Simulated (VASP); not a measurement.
Here is a VASP 6.6.1 calculation.

The input INCAR:

```
PREC = Accurate
ENCUT = 520
EDIFF = 1E-6
ISMEAR = -1
SIGMA = 0.05
LREAL = F
LASPH = T
NELM = 100
ALGO = Normal
ISIF = 2
LWAVE = F
LCHARG = F
GGA = CA
NBANDS = 18
```

File KPOINTS:

```
regular mesh
0
Gamma
  13 13 7
```

The input POSCAR:

```
Cu
1.0
    2.5730649657      0.0000000000      0.0000000000
   -1.2865324828      2.2283396258      0.0000000000
    0.0000000000      0.0000000000      4.1683652444
Cu
2
Direct
    0.3666666667      0.6833333333      0.2750000000
    0.6333333333      0.3166666667      0.7250000000
```

Potentials or basis: VASP PAW LDA potentials, release 64 (Cu).

The run is started by

```sh
$ cat potpaw_LDA.64/Cu/POTCAR > POTCAR
$ mpirun -np 1 vasp_std > vasp.out
```

(1) Estimate the pressure.

(2) What does it give for the band gap on the k mesh?

Results:

(1) -8.3 GPa.

(2) zero (band 11 reaches 10.18 eV, above the bottom of band 12 at 5.41 eV).

Caveat: the cell differs from its parent crystal (shortest bond scaled by 1.1); forces of over 1 eV/Å act on the atoms, so gaps and moduli don't describe the material at rest.
